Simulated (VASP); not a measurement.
# LiH5 (P6mm) in VASP: a series of runs

The runs below take LiH5 through single point, relaxation of cell and atoms, with PBE.

All numbers are computed with VASP 6.6.1; they aren't measurements. Logs are shortened: lines on timing, memory, paths and dates and some standing lists are left out, and cuts for length are marked.

### Step 1. The cell of the first run

Symmetry: P6mm, No. 183, hexagonal system. Conventional cell: a = 4.258 Å, b = 4.258 Å, c = 3.312 Å, α = 90.00°, β = 90.00°, γ = 120.00°. Within 3.3 Å of Li (site symmetry 6mm) lie 18 H at 2.47 to 2.93 Å. Within 2.6 Å of H (site symmetry 3m) lie 9 H at 1.94 to 2.46 Å and 3 Li at 2.47 Å. H (site symmetry 2mm) has 8 H at 1.94 to 2.19 Å and 2 Li at 2.49 Å within 2.6 Å.

### Step 2. Single point, PBE

Input file INCAR:

```
SYSTEM = LiH5
PREC     = Accurate       ! precision mode
ENCUT    = 520            ! plane-wave cutoff, eV
EDIFF    = 1E-7           ! SCF threshold, eV
ISMEAR   = 0              ! smearing method
SIGMA    = 0.1            ! smearing width, eV
LREAL    = .False.        ! projectors in reciprocal space
LASPH    = .True.         ! aspherical terms in the spheres
NELM     = 80             ! most SCF steps
ALGO     = Normal         ! electronic algorithm
ISIF     = 2              ! what is computed and relaxed
LWAVE    = .False.        ! write WAVECAR
LCHARG   = .False.        ! write CHGCAR
GGA      = PE             ! functional
NBANDS   = 13             ! bands
```

Input file KPOINTS:

```
Automatic mesh
0
Gamma
  6 6 6
  0 0 0
```

Input file POSCAR:

```
LiH5
1.0
    4.2582567000      0.0000000000      0.0000000000
   -2.1291283500      3.6877584800      0.0000000000
    0.0000000000      0.0000000000      3.3116752400
Li H
1 5
Direct
    0.0000000000      0.0000000000      0.0739180000
    0.3333333300      0.6666666700      0.0140397600
    0.6666666700      0.3333333300      0.0140397600
    0.5000000000      0.0000000000      0.4660008200
    0.5000000000      0.5000000000      0.4660008200
    0.0000000000      0.5000000000      0.4660008200
```

Potentials or basis: VASP PAW PBE potentials, release 64 (Li_sv, H).

On the command line:

```bash
$ cat potpaw_PBE.64/Li_sv/POTCAR potpaw_PBE.64/H/POTCAR > POTCAR
$ mpirun -np 1 vasp_std > vasp.out
```

OUTCAR:

```text
SYSTEM = LiH5
   PREC = Accurate
   ENCUT = 520
   EDIFF = 1E-7
   ISMEAR = 0
   LREAL = .False.
   LASPH = .True.
   NELM = 80
   ISIF = 2
   GGA = PE

 ion  position               nearest neighbor table
   1  0.000  0.000  0.074-
   2  0.333  0.667  0.014-
   3  0.667  0.333  0.014-
   4  0.500  0.000  0.466-
   5  0.500  0.500  0.466-
   6  0.000  0.500  0.466-

  LATTYP: Found a hexagonal cell.
 ALAT       =     4.2582567000
 C/A-ratio  =     0.7777068113

  Lattice vectors:

 A1 = (   4.2582567000,   0.0000000000,   0.0000000000)
 A2 = (  -2.1291283500,   3.6877584800,   0.0000000000)
 A3 = (   0.0000000000,   0.0000000000,   3.3116752400)

Analysis of symmetry for initial positions (statically):
=====================================================================
 Subroutine PRICEL returns:
 Original cell was already a primitive cell.

 Routine SETGRP: Setting up the symmetry group for a
 hexagonal supercell.

 Subroutine GETGRP returns: Found 12 space group operations
 (whereof 12 operations were pure point group operations)
 out of a pool of 24 trial point group operations.

The static configuration has the point symmetry C_6v.

Analysis of symmetry for dynamics (positions and initial velocities):
=====================================================================
 Subroutine PRICEL returns:
 Original cell was already a primitive cell.

 Routine SETGRP: Setting up the symmetry group for a
 hexagonal supercell.

 Subroutine GETGRP returns: Found 12 space group operations
 (whereof 12 operations were pure point group operations)
 out of a pool of 24 trial point group operations.

The dynamic configuration has the point symmetry C_6v.

 Subroutine INISYM returns: Found 12 space group operations
 (whereof 12 operations are pure point group operations),
 and found     1 'primitive' translations

----------------------------------------------------------------------------------------

                                     Primitive cell

  volume of cell :      52.0046

  direct lattice vectors                    reciprocal lattice vectors
     4.258256700  0.000000000  0.000000000     0.234837886  0.135583716  0.000000000
    -2.129128350  3.687758480  0.000000000     0.000000000  0.271167433  0.000000000
     0.000000000  0.000000000  3.311675240     0.000000000  0.000000000  0.301961976

  length of vectors
     4.258256700  4.258256702  3.311675240     0.271167433  0.271167433  0.301961976

  position of ions in fractional coordinates (direct lattice)
     0.000000000  0.000000000  0.073918000
     0.333333330  0.666666670  0.014039760
     0.666666670  0.333333330  0.014039760
     0.500000000  0.000000000  0.466000820
     0.500000000  0.500000000  0.466000820
     0.000000000  0.500000000  0.466000820

  ion indices of the primitive-cell ions
   primitive index   ion index
                 1           1
                 2           2
                 3           3
                 4           4
                 5           5
                 6           6

----------------------------------------------------------------------------------------

 KPOINTS: Automatic mesh

Automatic generation of k-mesh.
 Grid dimensions read from file:
 generate k-points for:    6    6    6

 Generating k-lattice:

  Cartesian coordinates                     Fractional coordinates (reciprocal lattice)
     0.039139648  0.022597286  0.000000000     0.166666667  0.000000000  0.000000000
     0.000000000  0.045194572  0.000000000     0.000000000  0.166666667  0.000000000
     0.000000000  0.000000000  0.050326996     0.000000000  0.000000000  0.166666667

  Length of vectors
     0.045194572  0.045194572  0.050326996

  Shift w.r.t. Gamma in fractional coordinates (k-lattice)
     0.000000000  0.000000000  0.000000000

 Subroutine IBZKPT returns following result:
 ===========================================

 Found     28 irreducible k-points:

 Following reciprocal coordinates:
            Coordinates               Weight
  0.000000  0.000000  0.000000      1.000000
  0.166667 -0.000000  0.000000      6.000000
  0.333333  0.000000  0.000000      6.000000
  0.500000 -0.000000  0.000000      3.000000
  0.166667  0.166667  0.000000      6.000000
  0.333333  0.166667  0.000000     12.000000
[... 16 lines left out ...]
  0.166667 -0.000000  0.500000      6.000000
  0.333333  0.000000  0.500000      6.000000
 [... further k-points ...]
   k-points           NKPTS =     28   k-points in BZ     NKDIM =     28   number of bands    NBANDS=     13
   number of dos      NEDOS =    301   number of ions     NIONS =      6
   total plane-waves  NPLWV =  28672
   dimension x,y,z NGX =    32 NGY =   32 NGZ =   28
   dimension x,y,z NGXF=    64 NGYF=   64 NGZF=   56
   ions per type =               1   5
   NGX,Y,Z   is equivalent  to a cutoff of  12.49, 12.49, 14.06 a.u.
   NGXF,Y,Z  is equivalent  to a cutoff of  24.99, 24.99, 28.11 a.u.
 SYSTEM =  LiH5
   PREC   = accura    normal or accurate (medium, high low for compatibility)
   ISTART =      0    job   : 0-new  1-cont  2-samecut
   ICHARG =      2    charge: 1-file 2-atom 10-const
   ISPIN  =      1    spin polarized calculation?
   LNONCOLLINEAR =      F non collinear calculations
   LSORBIT =      F    spin-orbit coupling
   LASPH  =      T    aspherical Exc in radial PAW
   ENCUT  =  520.0 eV  38.22 Ry    6.18 a.u.   7.92  7.92  6.16*2*pi/ulx,y,z
   NELM   =     80;   NELMIN=  2; NELMDL= -5     # of ELM steps
   EDIFF  = 0.1E-06   stopping-criterion for ELM
   LREAL  =      F    real-space projection
   EDIFFG = 0.1E-05   stopping-criterion for IOM
   NSW    =      0    number of steps for IOM
   IBRION =     -1    ionic relax: 0-MD 1-quasi-New 2-CG
   NFREE  =      0    steps in history (QN), initial steepest desc. (CG)
   ISIF   =      2    stress and relaxation
   ISYM   =      2    0-nonsym 1-usesym 2-fastsym
   POTIM  = 0.5000    time-step for ionic-motion
   TEBEG  =    0.0;   TEEND  =   0.0 temperature during run
   PSTRESS=    0.0 pullay stress
   NELECT =       8.0000    total number of electrons
   NUPDOWN=      -1.0000    fix difference up-down
   EMIN   =  10.00;   EMAX   =-10.00  energy-range for DOS
   EFERMI =   0.00;   METHOD = LEGACY
   ISMEAR =     0;   SIGMA  =   0.10  broadening in eV -4-tet -1-fermi 0-gaus
   EFERMI_NEDOS =   21; number of points for ismear=-14 and -15
   IALGO  =     38    algorithm
   IMIX   =      4    mixing-type and parameters
     AMIX     =   0.40;   BMIX     =  1.00
     AMIX_MAG =   1.60;   BMIX_MAG =  1.00
  volume/ion in A,a.u.               =       8.67        58.49
  Fermi-wavevector in a.u.,A,eV,Ry     =   0.877184  1.657638 10.469032  0.769452
  Thomas-Fermi vector in A             =   1.997098
   LORBIT       =      0    0 simple, 1 ext, 2 COOP (PROOUT), +10 PAW based schemes
   GGA     = PE    functional components
   LHFCALC =     F    Hartree Fock is set to
   AEXX    =    0.0000 exact exchange contribution
   IVDW    =     0    specifies the selected vdW correction
   LEPSILON=     F    determine dielectric tensor
   LRPA    =     F    only Hartree local field effects (RPA)
 non-spin polarized calculation
 Gauss-broadening in eV      SIGMA  =   0.10
  energy-cutoff  :      520.00
  volume of cell :       52.00
 maximum number of plane-waves:      1440
 NGX is ok and might be reduce to    32
   NGX = 15   NGY = 15   NGZ = 13

 number of electron       8.0000010 magnetization

 Free energy of the ion-electron system (eV)
  ---------------------------------------------------
  ext. energy  EPLUGINS =         0.00000000
  ---------------------------------------------------
  free energy    TOTEN  =       -12.04836537 eV

  energy without entropy =      -12.03635383  energy(sigma->0) =      -12.04235960

 E-fermi :  -1.0782     XC(G=0):  -7.8125

 val. band max:       -1.0870476038   @ k =   0.3333   0.3333   0.3333
 cond. band min:      -1.0369570436   @ k =   0.0000   0.0000   0.0000
 fundamental gap:      0.0500905602
 Fermi energy:        -1.0782241055

 k-point     1 :       0.0000    0.0000    0.0000
  band No.  band energies     occupation
      1     -47.3658      2.00000
      2      -8.7953      2.00000
      3      -1.0370      0.55949
      4      -0.5489      0.00000
      5      -0.5489      0.00000
      6       1.1368      0.00000
      7       4.4670      0.00000
      8       4.4670      0.00000
      9       5.9564      0.00000
     10       7.6104      0.00000
     11      13.0427      0.00000
     12      13.3714      0.00000
     13      13.3714      0.00000

 k-point     2 :       0.1667   -0.0000    0.0000
  band No.  band energies     occupation
      1     -47.3658      2.00000
      2      -8.5630      2.00000
      3      -2.7487      2.00000
      4      -0.8097      0.00015
      5       0.6633      0.00000
      6       1.2511      0.00000
      7       4.0025      0.00000
      8       5.1328      0.00000
      9       7.0425      0.00000
     10       8.0878      0.00000
     11      12.0395      0.00000
     12      13.0778      0.00000
     13      13.3372      0.00000

 k-point     3 :       0.3333    0.0000    0.0000
  band No.  band energies     occupation
      1     -47.3657      2.00000
      2      -7.9069      2.00000
      3      -4.5927      2.00000
      4      -1.2271      1.96473
      5       0.9110      0.00000
      6       1.7605      0.00000
      7       3.9607      0.00000
      8       6.5356      0.00000
      9       8.2334      0.00000
     10       9.1489      0.00000
     11      11.4589      0.00000
     12      12.8581      0.00000
     13      12.8628      0.00000
[... 305 lines left out ...]
 k-point    23 :       0.1667   -0.0000    0.5000
  band No.  band energies     occupation
      1     -47.3636      2.00000
      2      -6.2303      2.00000
      3      -4.5598      2.00000
      4      -0.9402      0.05094
      5      -0.1075      0.00000
      6       0.1704      0.00000
      7       5.2576      0.00000
      8       6.0599      0.00000
      9       6.1780      0.00000
     10       8.7860      0.00000
     11       9.0406      0.00000
     12       9.4944      0.00000
     13      10.4658      0.00000

 k-point    24 :       0.3333    0.0000    0.5000
  band No.  band energies     occupation
      1     -47.3635      2.00000
      2      -5.5598      2.00000
      3      -3.9617      2.00000
      4      -2.4341      2.00000
      5      -1.2148      1.94649
      6      -0.0867      0.00000
      7       4.2340      0.00000
      8       5.4083      0.00000
      9       5.5277      0.00000
     10       9.9381      0.00000
     11      10.7002      0.00000
     12      10.9501      0.00000
     13      13.0094      0.00000

 [... further k-points ...]
[... 5 lines left out ...]
  --------------------------------------------------------------------------------------
  -------------------------------------------------------------------------------------
  Total       -3.9833091     -3.9833091     -5.6613365      0.0000000     -0.0000000      0.0000000
  in kB     -122.7192067   -122.7192068   -174.4164752      0.0000000     -0.0000000      0.0000000
  external PRESSURE =    -139.9516296 kB  Pullay stress =       0.0000000 kB

 VOLUME and BASIS-vectors are now :
 -----------------------------------------------------------------------------
  energy-cutoff  :      520.00
  volume of cell :       52.00
      direct lattice vectors                 reciprocal lattice vectors
     4.258256700  0.000000000  0.000000000     0.234837886  0.135583716  0.000000000
    -2.129128350  3.687758480  0.000000000     0.000000000  0.271167433  0.000000000
     0.000000000  0.000000000  3.311675240     0.000000000  0.000000000  0.301961976

 POSITION                                       TOTAL-FORCE (eV/Angst)
 -----------------------------------------------------------------------------------
      0.00000      0.00000      0.24479        -0.000000      0.000000     -0.059541
     -0.00000      2.45851      0.04650         0.000000     -0.000000      0.300298
      2.12913      1.22925      0.04650        -0.000000      0.000000      0.300298
      2.12913      0.00000      1.54324        -0.000000     -0.000000     -0.180352
      1.06456      1.84388      1.54324        -0.000000     -0.000000     -0.180352
     -1.06456      1.84388      1.54324        -0.000000     -0.000000     -0.180352
 -----------------------------------------------------------------------------------
    total drift:                                0.000000      0.000000     -0.000206

  FREE ENERGIE OF THE ION-ELECTRON SYSTEM (eV)
  ---------------------------------------------------
  free  energy   TOTEN  =       -12.0483653709 eV

  energy  without entropy=      -12.0363538293  energy(sigma->0) =      -12.04235960
```

Run time: 7.2 s. Hardware: 1 thread of Intel Xeon 6975P-C (Granite Rapids), shared host; peak memory 0.16 GiB.

Results:

| Item | Value |
| --- | --- |
| Free energy | -12.0484 eV |
| Largest force | 0.300 eV/Å |
| Band gap on the k mesh | zero (band 4 reaches -0.15 eV, above the bottom of band 5 at -2.62 eV) |

Forces in eV/Å, atoms in the order of the input:
```
Li   0.000  0.000 -0.060
H    0.000  0.000  0.300
H    0.000  0.000  0.300
H    0.000  0.000 -0.180
H    0.000  0.000 -0.180
H    0.000  0.000 -0.180
```

Levels at points of the mesh, in eV from the Fermi level:
```
           k point  band 2  band 3  band 4  band 5  band 6  band 7
(0.00, 0.00, 0.00)   -7.72    0.04    0.53    0.53    2.22    5.55
(0.50, 0.00, 0.00)   -6.20   -4.56   -0.32    1.96    3.05    5.12
(0.00, 0.00, 0.50)   -5.39   -3.69    0.93    1.39    1.39    7.41
(0.50, 0.00, 0.50)   -3.84   -2.38   -2.26   -0.98    0.87    4.97
```

Caveat: the cutoff is under 1.25 times the usual one of these potentials, so pressure, stress and relaxed cells hold a basis-set (Pulay) error.

### Step 3. Relaxation of cell and atoms, PBE

Input file INCAR:

```
SYSTEM = LiH5
PREC     = Accurate       ! precision mode
ENCUT    = 600            ! plane-wave cutoff, eV
EDIFF    = 1E-6           ! SCF threshold, eV
ISMEAR   = 0              ! smearing method
SIGMA    = 0.1            ! smearing width, eV
LREAL    = .FALSE.        ! projectors in reciprocal space
LASPH    = .TRUE.         ! aspherical terms in the spheres
NELM     = 100            ! most SCF steps
ALGO     = Normal         ! electronic algorithm
ISIF     = 3              ! what is computed and relaxed
LWAVE    = .FALSE.        ! write WAVECAR
LCHARG   = .FALSE.        ! write CHGCAR
GGA      = PE             ! functional
IBRION   = 2              ! ionic algorithm
NSW      = 90             ! ionic steps
EDIFFG   = -0.04          ! ionic threshold
```

Input file KPOINTS:

```
regular mesh
0
G
  6 6 6
  0 0 0
```

POSCAR is that of step 2.

Potentials or basis: VASP PAW PBE potentials, release 64 (Li_sv, H).

On the command line:

```bash
$ cat potpaw_PBE.64/Li_sv/POTCAR potpaw_PBE.64/H/POTCAR > POTCAR
$ mpirun -np 1 vasp_std > vasp.out
```

It took 94 s on 1 thread of Intel Xeon 6975P-C (Granite Rapids), shared host; peak memory 0.18 GiB.

The run converged. Its results:

```
Free energy                            : -16.1190 eV
Relaxed volume                         : 6.36 Å³/atom
Relaxed cell                           : a = 4.041 Å, b = 4.041 Å, c = 2.697 Å, α = 90.00°, β = 90.00°, γ = 120.00°
Space group after relaxing (to 0.05 Å) : P6mm (No. 183)
Energy gained by relaxing              : 678.5 meV/atom
Ionic steps                            : 26
Pressure after relaxing                : 0.0 GPa
Largest force after relaxing           : 0.019 eV/Å
Band gap on the k mesh                 : zero (band 4 reaches 1.61 eV, above the bottom of band 5 at 0.10 eV)
```

Forces on the atoms (eV/Å):
```
Li   0.000  0.000 -0.019
H    0.000  0.000 -0.018
H    0.000  0.000 -0.018
H    0.000  0.000  0.018
H    0.000  0.000  0.018
H    0.000  0.000  0.018
```

Stress tensor (GPa, compression positive):
```
 0.07  0.00  0.00
 0.00  0.07  0.00
 0.00  0.00 -0.26
```

Step by step:
| step | energy change (eV) | largest force (eV/Å) | pressure (GPa) | volume (Å³) |
| --- | --- | --- | --- | --- |
| 1 | 0.0000 | 0.3014 | -13.92 | 52.00 |
| 2 | -0.5105 | 0.3480 | -14.11 | 46.54 |
| 3 | -1.7226 | 0.3922 | -8.90 | 32.43 |
| 4 | 1.9248 | 0.8598 | 155.20 | 13.22 |
| 5 | -1.8543 | 0.3311 | -4.83 | 29.14 |
| 6 | -1.9080 | 0.3754 | 2.55 | 25.89 |
| 7 | -1.9101 | 0.3623 | 1.03 | 26.43 |
| 8 | -1.9563 | 0.4049 | 1.34 | 26.43 |
| 9 | -2.1214 | 0.6583 | 3.03 | 26.39 |
| 10 | -2.5949 | 1.1124 | 8.19 | 26.19 |
| 11 | -2.9955 | 0.4616 | 17.02 | 25.26 |
| 12 | -3.0320 | 0.7921 | 16.53 | 25.47 |
| 13 | -3.0234 | 0.6323 | 16.89 | 25.37 |
| 14 | -3.0358 | 0.5783 | 16.64 | 25.44 |
| 15 | -3.0623 | 0.4208 | 15.82 | 25.63 |
| 16 | -3.0639 | 0.2310 | 14.15 | 26.02 |
| 17 | -3.0718 | 0.2613 | 14.94 | 25.84 |
| 18 | -3.0980 | 0.2582 | 14.58 | 25.97 |
| 19 | -3.1732 | 0.2498 | 13.56 | 26.37 |
| 20 | -3.3125 | 0.2318 | 11.54 | 27.17 |
| 21 | -3.5519 | 0.2027 | 8.15 | 28.79 |
| 22 | -3.8638 | 0.1014 | 3.51 | 32.11 |
| 23 | -4.0503 | 0.2227 | -1.56 | 39.09 |
| 24 | -4.0524 | 0.2000 | -1.31 | 38.59 |
| 25 | -4.0680 | 0.0906 | -0.55 | 38.32 |
| 26 | -4.0711 | 0.0187 | -0.04 | 38.14 |

Final structure:
```
Li H
1.0
     4.04076    0.00000    0.00000
    -2.02038    3.49940    0.00000
     0.00000    0.00000    2.69735
Li H
1 5
Direct
  0.00000 0.00000 0.79761
  0.33333 0.66667 0.34219
  0.66667 0.33333 0.34219
  0.50000 0.00000 0.33934
  0.50000 0.50000 0.33934
  0.00000 0.50000 0.33934
```

Levels at points of the mesh, in eV from the Fermi level:
```tsv
k point	band 1	band 2	band 3	band 4	band 5	band 6	band 7	band 8
(0.00, 0.00, 0.00)	-48.01	-11.68	-2.49	-1.31	-1.31	4.01	4.01	5.21
(0.50, 0.00, 0.00)	-48.01	-10.01	-8.01	-2.37	0.91	7.46	8.26	8.45
(0.00, 0.00, 0.50)	-47.99	-10.14	-1.21	0.20	0.20	0.40	4.94	8.69
(0.50, 0.00, 0.50)	-47.99	-8.38	-6.52	-0.40	1.88	1.91	4.14	6.99
```

Caveat: the cutoff is under 1.25 times the usual one of these potentials, so pressure, stress and relaxed cells hold a basis-set (Pulay) error; the volume moved by over 15 % at a fixed basis, so the end points are rough.
